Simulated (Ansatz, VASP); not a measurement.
Ga2Se in VASP and in Ansatz

The input INCAR:

```
ALGO = Normal ; EDIFF = 1E-6
EDIFFG = -0.04 ; ENCUT = 600
GGA = PE ; IBRION = 2
ISIF = 3 ; ISMEAR = 0
LASPH = T ; LCHARG = F
LREAL = F ; LWAVE = F
NELM = 60 ; NSW = 90
PREC = Accurate ; SIGMA = 0.1
```

Contents of KPOINTS:

```
k-points
0
Gamma
  4 4 4
```

Contents of POSCAR:

```
Ga2Se
1.0
    0.0000000000      4.3542328694      4.3542328694
    4.3542328694      0.0000000000      4.3542328694
    4.3542328694      4.3542328694      0.0000000000
Ga Se
4 2
Direct
    0.6250000000      0.6250000000      0.6250000000
    0.1250000000      0.6250000000      0.6250000000
    0.6250000000      0.6250000000      0.1250000000
    0.6250000000      0.1250000000      0.6250000000
    0.5000000000      0.5000000000      0.5000000000
    0.7500000000      0.7500000000      0.7500000000
```

Input for Ansatz:

```yaml
crystal:
  lattice:
    - [0.0, 4.3542328694, 4.3542328694]
    - [4.3542328694, 0.0, 4.3542328694]
    - [4.3542328694, 4.3542328694, 0.0]
  atoms:
    - { symbol: Ga, position: [0.625, 0.625, 0.625] }
    - { symbol: Ga, position: [0.125, 0.625, 0.625] }
    - { symbol: Ga, position: [0.625, 0.625, 0.125] }
    - { symbol: Ga, position: [0.625, 0.125, 0.625] }
    - { symbol: Se, position: [0.5, 0.5, 0.5] }
    - { symbol: Se, position: [0.75, 0.75, 0.75] }
basis:
  ecutwfc: 420
kpoints:
  mp_grid: { grid: [4, 4, 4] }
hamiltonian:
  xc: pbe
scf:
  occupations: { method: gaussian, width: 0.1 }
  lower_state_search: "off"
output:
  forces: true
  stress: true
  eigenvalues: true
relax:
  adjacent_minimum: "off"
  f_tol: 0.04
  max_steps: 70
  cell: { stress_tol: 0.4 }
```

Alike in both runs: task relaxation of cell and atoms; functional PBE; k mesh 4 × 4 × 4; occupations gaussian, width 0.1 eV; no spin polarisation.

|  | VASP | Ansatz |
| --- | --- | --- |
| version | VASP 6.6.1 | Ansatz 0.2.0 |
| potentials or method | VASP PAW PBE potentials, release 64 (Ga_d, Se), cutoff 600 eV | scalar-relativistic, plane waves, PAW |
| valence electrons in the cell | 64 | 84 |

Ansatz gave:

| Quantity | Value |
| --- | --- |
| gap on the k mesh at the Fermi level, each at its own relaxed structure (eV) | 0.95 |
| relaxed volume (Å³/atom) | 92.16 |
| relaxed cell length with the largest relative difference (Å) | 9.213 |

Problem. What did VASP give for the same quantities?

Solution. gap on the k mesh at the Fermi level, each at its own relaxed structure (eV): 0.89; relaxed volume (Å³/atom): 88.92; relaxed cell length with the largest relative difference (Å): 9.104.

VASP's potentials hold 64 valence electrons a cell and Ansatz's 84, so a difference there can come from the potentials and not from the codes.

Noted on VASP's run: the volume moved by over 15 % at a fixed basis, so the end points are rough.
